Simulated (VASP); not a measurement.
# ZnO (P6_3/mmc) in VASP: single point with LDA

Aim: the single point of ZnO with LDA.

Everything below comes from runs of VASP 6.6.1. Logs are shortened: lines on timing, memory, paths and dates and some standing lists are left out, and cuts for length are marked.

## (1) The cell of the first run

The structure is hexagonal, space group P6_3/mmc (No. 194). Conventional cell: a = 3.288 Å, b = 3.288 Å, c = 7.130 Å, α = 90.00°, β = 90.00°, γ = 120.00°. Zn (site symmetry -6m2) has 3 O at 1.90 Å within 2.5 Å. Within 2.5 Å of O (site symmetry -6m2) lie 3 Zn at 1.90 Å.

## (2) Single point, LDA

File INCAR:

```
PREC = Accurate ; ENCUT = 520
EDIFF = 1E-6 ; ISMEAR = 0
SIGMA = 0.05 ; LREAL = False
LASPH = True ; NELM = 80
ALGO = Normal ; ISIF = 2
LWAVE = False ; LCHARG = True
LELF = True ; LVHAR = True
NBANDS = 26
```

File KPOINTS:

```
Automatic mesh
0
Gamma
  9 9 4
```

File POSCAR:

```
ZnO
1.0
    3.2879671587      0.0000000000      0.0000000000
   -1.6439835793      2.8474630862      0.0000000000
    0.0000000000      0.0000000000      7.1304413500
Zn O
2 2
Direct
    0.0000000000      0.0000000000      0.7500000000
    0.0000000000      0.0000000000      0.2500000000
    0.3333333333      0.6666666667      0.2500000000
    0.6666666667      0.3333333333      0.7500000000
```

Potentials or basis: VASP PAW LDA potentials, release 64 (Zn, O).

On the command line:

```bash
> cat potpaw_LDA.64/Zn/POTCAR potpaw_LDA.64/O/POTCAR > POTCAR
> mpirun -np 1 vasp_std > vasp.out
```

OUTCAR:

```text
PREC = Accurate
   ENCUT = 520
   EDIFF = 1E-6
   ISMEAR = 0
   LREAL = False
   LASPH = True
   NELM = 80
   ISIF = 2

 ion  position               nearest neighbor table
   1  0.000  0.000  0.750-   4 1.90   4 1.90   4 1.90
   2  0.000  0.000  0.250-   3 1.90   3 1.90   3 1.90
   3  0.333  0.667  0.250-   2 1.90   2 1.90   2 1.90
   4  0.667  0.333  0.750-   1 1.90   1 1.90   1 1.90

  LATTYP: Found a hexagonal cell.
 ALAT       =     3.2879671587
 C/A-ratio  =     2.1686473757

  Lattice vectors:

 A1 = (   3.2879671587,   0.0000000000,   0.0000000000)
 A2 = (  -1.6439835793,   2.8474630862,   0.0000000000)
 A3 = (   0.0000000000,   0.0000000000,   7.1304413500)

Analysis of symmetry for initial positions (statically):
=====================================================================
 Subroutine PRICEL returns:
 Original cell was already a primitive cell.

 Routine SETGRP: Setting up the symmetry group for a
 hexagonal supercell.

 Subroutine GETGRP returns: Found 24 space group operations
 (whereof 12 operations were pure point group operations)
 out of a pool of 24 trial point group operations.

The static configuration has the point symmetry D_3d.
 The point group associated with its full space group is D_6h.

Analysis of symmetry for dynamics (positions and initial velocities):
=====================================================================
 Subroutine PRICEL returns:
 Original cell was already a primitive cell.

 Routine SETGRP: Setting up the symmetry group for a
 hexagonal supercell.

 Subroutine GETGRP returns: Found 24 space group operations
 (whereof 12 operations were pure point group operations)
 out of a pool of 24 trial point group operations.

The dynamic configuration has the point symmetry D_3d.
 The point group associated with its full space group is D_6h.

 Subroutine INISYM returns: Found 24 space group operations
 (whereof 12 operations are pure point group operations),
 and found     1 'primitive' translations

----------------------------------------------------------------------------------------

                                     Primitive cell

  volume of cell :      66.7578

  direct lattice vectors                    reciprocal lattice vectors
     3.287967159  0.000000000  0.000000000     0.304139291  0.175594901  0.000000000
    -1.643983579  2.847463086  0.000000000     0.000000000  0.351189803  0.000000000
     0.000000000  0.000000000  7.130441350     0.000000000  0.000000000  0.140243773

  length of vectors
     3.287967159  3.287967159  7.130441350     0.351189803  0.351189803  0.140243773

  position of ions in fractional coordinates (direct lattice)
[... 87 lines left out ...]
   IBRION =     -1    ionic relax: 0-MD 1-quasi-New 2-CG
   NFREE  =      0    steps in history (QN), initial steepest desc. (CG)
   ISIF   =      2    stress and relaxation
   ISYM   =      2    0-nonsym 1-usesym 2-fastsym
   POTIM  = 0.5000    time-step for ionic-motion
   TEBEG  =    0.0;   TEEND  =   0.0 temperature during run
   PSTRESS=    0.0 pullay stress
   NELECT =      36.0000    total number of electrons
   NUPDOWN=      -1.0000    fix difference up-down
   EMIN   =  10.00;   EMAX   =-10.00  energy-range for DOS
   EFERMI =   0.00;   METHOD = LEGACY
   ISMEAR =     0;   SIGMA  =   0.05  broadening in eV -4-tet -1-fermi 0-gaus
   EFERMI_NEDOS =   21; number of points for ismear=-14 and -15
   IALGO  =     38    algorithm
   IMIX   =      4    mixing-type and parameters
     AMIX     =   0.40;   BMIX     =  1.00
     AMIX_MAG =   1.60;   BMIX_MAG =  1.00
  volume/ion in A,a.u.               =      16.69       112.63
  Fermi-wavevector in a.u.,A,eV,Ry     =   1.332524  2.518105 24.158775  1.775620
  Thomas-Fermi vector in A             =   2.461452
   LORBIT       =      0    0 simple, 1 ext, 2 COOP (PROOUT), +10 PAW based schemes
   GGA     = CA    functional components
   LHFCALC =     F    Hartree Fock is set to
   AEXX    =    0.0000 exact exchange contribution
   IVDW    =     0    specifies the selected vdW correction
   LEPSILON=     F    determine dielectric tensor
   LRPA    =     F    only Hartree local field effects (RPA)
 non-spin polarized calculation
 Gauss-broadening in eV      SIGMA  =   0.05
  energy-cutoff  :      520.00
  volume of cell :       66.76
 maximum number of plane-waves:      1824
   NGX = 13   NGY = 13   NGZ = 27

 number of electron      36.0000026 magnetization

 Free energy of the ion-electron system (eV)
  ---------------------------------------------------
  ext. energy  EPLUGINS =         0.00000000
  ---------------------------------------------------
  free energy    TOTEN  =       -19.76090432 eV

  energy without entropy =      -19.76090432  energy(sigma->0) =      -19.76090432

 E-fermi :  -0.8447     XC(G=0):  -9.5152

 val. band max:       -1.1526506680   @ k =   0.0000   0.0000   0.0000
 cond. band min:      -0.3945660773   @ k =   0.0000   0.0000   0.0000
 fundamental gap:      0.7580845907
 Fermi energy:        -0.8446938900

 k-point     1 :       0.0000    0.0000    0.0000
  band No.  band energies     occupation
      1     -18.2911      2.00000
      2     -18.2037      2.00000
      3      -7.3236      2.00000
      4      -7.3236      2.00000
      5      -7.3089      2.00000
      6      -7.3089      2.00000
[... 685 lines left out ...]
     25       8.4838      0.00000
     26       9.0253      0.00000

 [... further k-points ...]

------------------------ aborting loop because EDIFF is reached ----------------------------------------

  FORCE on cell =-STRESS in cart. coord.  units (eV):
  Direction    XX          YY          ZZ          XY          YZ          ZX
  --------------------------------------------------------------------------------------
  -------------------------------------------------------------------------------------
  Total       -4.2634863     -4.2634863     -0.7598428     -0.0000000      0.0000000     -0.0000000
  in kB     -102.3230470   -102.3230470    -18.2361155     -0.0000000      0.0000000     -0.0000000
  external PRESSURE =     -74.2940698 kB  Pullay stress =       0.0000000 kB

 VOLUME and BASIS-vectors are now :
 -----------------------------------------------------------------------------
  energy-cutoff  :      520.00
  volume of cell :       66.76
      direct lattice vectors                 reciprocal lattice vectors
     3.287967159  0.000000000  0.000000000     0.304139291  0.175594901  0.000000000
    -1.643983579  2.847463086  0.000000000     0.000000000  0.351189803  0.000000000
     0.000000000  0.000000000  7.130441350     0.000000000  0.000000000  0.140243773

 POSITION                                       TOTAL-FORCE (eV/Angst)
 -----------------------------------------------------------------------------------
      0.00000      0.00000      5.34783         0.000000      0.000000     -0.000000
      0.00000      0.00000      1.78261         0.000000      0.000000     -0.000000
     -0.00000      1.89831      1.78261         0.000000     -0.000000     -0.000000
      1.64398      0.94915      5.34783        -0.000000      0.000000      0.000000
 -----------------------------------------------------------------------------------
    total drift:                               -0.000000      0.000000      0.000000

  FREE ENERGIE OF THE ION-ELECTRON SYSTEM (eV)
  ---------------------------------------------------
  free  energy   TOTEN  =       -19.7609043241 eV

  energy  without entropy=      -19.7609043241  energy(sigma->0) =      -19.76090432
```

OSZICAR:

```text
N       E                     dE             d eps       ncg     rms          rms(c)
DAV:   1     0.290627206949E+03    0.29063E+03   -0.17921E+04  1880   0.180E+03
DAV:   2     0.111700774100E+02   -0.27946E+03   -0.25876E+03  2012   0.386E+02
DAV:   3    -0.229168877129E+02   -0.34087E+02   -0.33712E+02  2096   0.139E+02
DAV:   4    -0.236212552909E+02   -0.70437E+00   -0.70327E+00  2094   0.215E+01
DAV:   5    -0.236254987054E+02   -0.42434E-02   -0.42430E-02  2070   0.165E+00    0.155E+01
DAV:   6    -0.197267517860E+02    0.38987E+01   -0.10097E+01  3204   0.732E+01    0.921E+00
DAV:   7    -0.198522080075E+02   -0.12546E+00   -0.31271E+00  2020   0.176E+01    0.554E+00
DAV:   8    -0.198331188083E+02    0.19089E-01   -0.98387E-01  2234   0.721E+00    0.200E+00
DAV:   9    -0.197584510045E+02    0.74668E-01   -0.17990E-01  2694   0.599E+00    0.428E-01
DAV:  10    -0.197608130763E+02   -0.23621E-02   -0.45204E-02  1916   0.148E+00    0.101E-01
DAV:  11    -0.197609128272E+02   -0.99751E-04   -0.47092E-04  2148   0.438E-01    0.430E-02
DAV:  12    -0.197609039916E+02    0.88356E-05   -0.15445E-04  2556   0.325E-01    0.913E-03
DAV:  13    -0.197609073713E+02   -0.33798E-05   -0.26629E-05  2876   0.702E-02    0.148E-02
DAV:  14    -0.197609043443E+02    0.30270E-05   -0.88389E-06  2214   0.259E-02    0.334E-03
DAV:  15    -0.197609043241E+02    0.20192E-07   -0.11663E-06  1154   0.106E-02
   1 F= -.19760904E+02 E0= -.19760904E+02  d E =-.214623E-19
```

It took 90 s on 1 thread of Intel Xeon 8259CL, shared host; peak memory 0.19 GiB.

What came out:

- Free energy: -19.7609 eV
- Pressure: -7.4 GPa
- Band gap on the k mesh: 0.76 eV

Caveat: the cell stands under tension; an odd mesh through Γ misses points on the zone boundary, where band edges can lie.
